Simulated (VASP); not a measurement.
Wanted: the native input for a VASP 6.6.1 run.

```yaml
Task: single point
Functional: LDA
Potentials_or_basis: VASP PAW LDA potentials, release 64 (Mn_pv, S)
Cutoff: 520 eV
k_mesh: 7 × 7 × 7
Occupations: methfessel-paxton, width 0.1 eV
Spin: collinear spin, ferromagnetic start
Starting_moments: "[2.8, 0.0] μB"
Hubbard_terms: Mn d U = 4.9 eV, J = 0.9 eV
Dipole_correction: no
LDAUTYPE: 1
Hund's_J: 0.9
Further_INCAR_settings: ALGO = Normal; EDIFF = 1e-07; NBANDS = 20
```

The structure of MnS lies in POSCAR:

```
MnS
1.0
    0.0000000000      2.7621575233      2.7621575233
    2.7621575233      0.0000000000      2.7621575233
    2.7621575233      2.7621575233      0.0000000000
Mn S
1 1
Direct
    0.0000000000      0.0000000000      0.0000000000
    0.2500000000      0.2500000000      0.2500000000
```

One way to write it, as run:

INCAR

```
SYSTEM = MnS
PREC = Accurate
ENCUT = 520
EDIFF = 1E-7
ISMEAR = 1
SIGMA = 0.1
LREAL = .False.
LASPH = .True.
NELM = 150
ALGO = Normal
ISIF = 2
LWAVE = .False.
LCHARG = .False.
ISPIN = 2
MAGMOM = 2.8 0
LORBIT = 11
LMAXMIX = 4
LDAU = .True.
LDAUTYPE = 1
LDAUL = 2 -1
LDAUU = 4.9 0
LDAUJ = 0.9 0
LDAUPRINT = 1
NBANDS = 20
```

KPOINTS

```
regular mesh
0
Gamma
  7 7 7
  0 0 0
```

Potentials or basis: VASP PAW LDA potentials, release 64 (Mn_pv, S).

The run is started by

```sh
$ cat potpaw_LDA.64/Mn_pv/POTCAR potpaw_LDA.64/S/POTCAR > POTCAR
$ mpirun -np 1 vasp_std > vasp.out
```

Results of the run:

```
Pressure                                              : 2.9 GPa
Band gap on the k mesh                                : 0.59 eV (least direct gap 1.21 eV)
Net moment                                            : 5.00 μB per cell
Site moments                                          : Mn +4.51; S +0.06 μB
Valence electrons inside the program's atomic spheres : Mn 11.43; S 3.79
```

Caveat: semilocal functionals underestimate gaps, and a narrow one can read as zero; an odd mesh through Γ misses points on the zone boundary, where band edges can lie; a cell with one magnetic atom can't hold antiferromagnetic order, which such compounds often take.

Wall time 48 s on 1 thread of Intel Xeon 8259CL, with other jobs on the host, peak memory 0.17 GiB.
